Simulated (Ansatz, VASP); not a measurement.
## One calculation of Bi, two programs

The input INCAR:

```
PREC     = Accurate       # precision mode
ENCUT    = 520            # plane-wave cutoff, eV
EDIFF    = 1E-7           # SCF threshold, eV
ISMEAR   = 0              # smearing method
SIGMA    = 0.15           # smearing width, eV
LREAL    = False          # projectors in reciprocal space
LASPH    = True           # aspherical terms in the spheres
NELM     = 80             # most SCF steps
ALGO     = Fast           # electronic algorithm
ISIF     = 2              # what is computed and relaxed
LWAVE    = False          # write WAVECAR
LCHARG   = False          # write CHGCAR
GGA      = PS             # functional
NBANDS   = 22             # bands
```

Contents of KPOINTS:

```
regular mesh
0
Gamma
  12 12 4
```

Contents of POSCAR:

```
Bi
1.0
    4.4028302907      0.0000000000      0.0000000000
   -2.2014151454      3.8129628803      0.0000000000
    0.0000000000      0.0000000000     11.4741300000
Bi
2
Direct
    0.3333333333      0.6666666667      0.2500000000
    0.6666666667      0.3333333333      0.7500000000
```

Input for Ansatz:

```yaml
crystal:
  lattice:
    - [4.4028302907, 0.0, 0.0]
    - [-2.2014151454, 3.8129628803, 0.0]
    - [0.0, 0.0, 11.47413]
  atoms:
    - { symbol: Bi, position: [0.3333333333, 0.6666666667, 0.25] }
    - { symbol: Bi, position: [0.6666666667, 0.3333333333, 0.75] }
basis:
  ecutwfc: 420
kpoints:
  mp_grid: { grid: [12, 12, 4] }
hamiltonian:
  xc: pbesol
scf:
  occupations: { method: gaussian, width: 0.15 }
output:
  forces: true
  stress: true
  eigenvalues: true
```

Change from the starting cell: strain -0.030 along x and y, -0.030 along z, atoms carried along.

Alike in both runs: task single point; functional PBEsol; k mesh 12 × 12 × 4; occupations gaussian, width 0.15 eV; no spin polarisation.

```csv
,VASP,Ansatz
version,VASP 6.6.1,Ansatz 0.2.0
potentials or method,"VASP PAW PBE potentials, release 64 (Bi_d), cutoff 520 eV","scalar-relativistic, plane waves, PAW"
valence electrons in the cell,30,30
```

|  | VASP | Ansatz | Ansatz less VASP |
| --- | --- | --- | --- |
| gap on the k mesh at the Fermi level (eV) | none | none | - |
| pressure (GPa) | -4.0 | -4.0 | +0.03 |
| traceless stress, the component that is largest in VASP (GPa) | 3.52 | 3.52 | +0.003 |

VASP's potentials were made for PBE, not for PBEsol. A gap of «none» marks a metal or a gap that the smearing closes. With one functional, cell and mesh, what is left measures potentials, basis and numerics.

Spin-orbit coupling is off throughout.
